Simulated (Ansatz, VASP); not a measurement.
One calculation of LaPRuO, two programs

```xyz
8
Lattice="3.9961 0.0000 0.0000 0.0000 3.9961 0.0000 0.0000 0.0000 8.2756" Properties=species:S:1:pos:R:3 pbc="T T T"
La    0.0000    1.9981    7.0653
La    1.9981    0.0000    1.2103
P     1.9981    0.0000    5.2795
P     0.0000    1.9981    2.9961
Ru    0.0000    0.0000    4.1378
Ru    1.9981    1.9981    4.1378
O     1.9981    1.9981    0.0000
O     0.0000    0.0000    0.0000
```

Alike in both runs: functional LDA; k mesh 10 × 10 × 4; occupations gaussian, width 0.1 eV; no spin polarisation.

Ansatz relaxed the structure, and its values are those at the end. VASP's run is a single point on that final structure, the one shown.

|  | VASP | Ansatz |
| --- | --- | --- |
| version | VASP 6.6.1 | Ansatz 0.2.0 |
| potentials or method | VASP PAW LDA potentials, release 64 (La, P, Ru_pv, O), cutoff 520 eV | scalar-relativistic, plane waves, PAW |
| valence electrons in the cell | 72 | 76 |

```csv
,VASP,Ansatz,Ansatz less VASP
gap on the k mesh at the Fermi level (eV),none,none,-
pressure (GPa),0.1,0.0,-0.12
rms of the force components (eV/Å),0.009,0.000,-0.0092
```

LDA's correlation is that of Perdew and Zunger in VASP and of Perdew and Wang (1992) in Ansatz. A gap of «none» marks a metal or a gap that the smearing closes. VASP's potentials hold 72 valence electrons a cell and Ansatz's 76, so a difference there can come from the potentials and not from the codes.

Spin-orbit coupling is off throughout.
